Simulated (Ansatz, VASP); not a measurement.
# One calculation of ZnSe, two programs

```
CELL_PARAMETERS angstrom
0.00000 2.83380 2.77712
2.83380 0.00000 2.77712
2.83380 2.83380 0.00000
ATOMIC_POSITIONS crystal
Zn 0.00000 0.00000 0.00000
Se 0.75000 0.75000 0.75000
```

Change from the starting cell: zz strain of -2 %.

Alike in both runs: task single point; functional LDA; k mesh 8 × 8 × 8; occupations fermi-dirac, width 0.03 eV; no spin polarisation.

```csv
,VASP,Ansatz
version,VASP 6.6.1,Ansatz 0.2.0
potentials or method,"VASP PAW LDA potentials, release 64 (Zn, Se), cutoff 520 eV","all-electron LAPW, scalar-relativistic"
```

VASP gave:

| Item | Value |
| --- | --- |
| pressure (GPa) | -1.9 |
| traceless stress, the component that is largest in VASP (GPa) | 0.51 |

Task: Estimate Ansatz's values.

Result: Pressure (GPa): -2.2; traceless stress, the component that is largest in VASP (GPa): 0.51.

LDA's correlation is that of Perdew and Zunger in VASP and of Perdew and Wang (1992) in Ansatz. Ansatz ran all-electron here, and VASP with PAW potentials.
